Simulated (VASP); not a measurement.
The system is Sc2Si.

```xyz
6
Lattice="0.0000 3.7791 3.7791 3.7791 0.0000 3.7791 3.7791 3.7791 0.0000" Properties=species:S:1:pos:R:3 pbc="T T T"
Sc    4.7239    4.7239    4.7239
Sc    4.7239    2.8343    2.8343
Sc    2.8343    2.8343    4.7239
Sc    2.8343    4.7239    2.8343
Si    0.0000    0.0000    0.0000
Si    1.8896    1.8896    1.8896
```

- Program: VASP 6.6.1
- Task: relaxation of cell and atoms
- Functional: PBE
- Potentials or basis: VASP PAW PBE potentials, release 64 (Sc_sv, Si)
- Cutoff: 600 eV
- k mesh: 4 × 4 × 4
- Occupations: gaussian, width 0.1 eV
- Spin: no spin polarisation

At the start: pressure 9.9 GPa; volume 17.99 Å³/atom.

Task: How do energy, volume and symmetry change on relaxing?

Result: Over 3 steps the energy falls by 72.1 meV/atom and the volume is 20.57 Å³/atom (+14.3 %); space group Fd-3m (No. 227, to 0.1 Å) before and after.

The path:
| step | energy change (eV) | largest force (eV/Å) | pressure (GPa) | volume (Å³) |
| --- | --- | --- | --- | --- |
| 1 | 0.0000 | 0.0000 | 9.91 | 107.94 |
| 2 | -0.4222 | 0.0000 | -1.21 | 126.27 |
| 3 | -0.4327 | 0.0000 | 0.04 | 123.43 |

Final structure:
```xyz
6
Lattice="0.0000 3.9518 3.9518 3.9518 0.0000 3.9518 3.9518 3.9518 0.0000" Properties=species:S:1:pos:R:3 pbc="T T T"
Sc    4.9397    4.9397    4.9397
Sc    4.9397    2.9638    2.9638
Sc    2.9638    2.9638    4.9397
Sc    2.9638    4.9397    2.9638
Si    0.0000    0.0000    0.0000
Si    1.9759    1.9759    1.9759
```
